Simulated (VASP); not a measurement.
Here is a VASP 6.6.1 calculation.

INCAR

```
SYSTEM = BN
PREC     = Accurate       ! precision mode
ENCUT    = 520            ! plane-wave cutoff, eV
EDIFF    = 1E-6           ! SCF threshold, eV
ISMEAR   = 0              ! smearing method
SIGMA    = 0.05           ! smearing width, eV
LREAL    = .False.        ! projectors in reciprocal space
LASPH    = .True.         ! aspherical terms in the spheres
NELM     = 100            ! most SCF steps
ALGO     = Normal         ! electronic algorithm
ISIF     = 2              ! what is computed and relaxed
LWAVE    = .False.        ! write WAVECAR
LCHARG   = .False.        ! write CHGCAR
GGA      = CA             ! functional
NBANDS   = 11             ! bands
```

KPOINTS

```
Automatic mesh
0
Gamma
  12 12 12
  0 0 0
```

POSCAR

```
BN
1.0
    0.0000000000      1.8378397167      1.7643261280
    1.8378397167      0.0000000000      1.7643261280
    1.8378397167      1.8378397167      0.0000000000
B N
1 1
Direct
    0.0000000000      0.0000000000      0.0000000000
    0.7500000000      0.7500000000      0.7500000000
```

Potentials or basis: VASP PAW LDA potentials, release 64 (B, N).

Launch:

```bash
$ cat potpaw_LDA.64/B/POTCAR potpaw_LDA.64/N/POTCAR > POTCAR
$ mpirun -np 1 vasp_std > vasp.out
```

Predict the pressure.

-13.4 GPa.

Predict the band gap on the k mesh.

3.63 eV, indirect (least direct gap 8.21 eV).

Stress tensor (GPa, compression positive):
```
-21.20   0.00   0.00
  0.00 -21.20   0.00
  0.00   0.00   2.30
```

 A k mesh can miss the band edges.
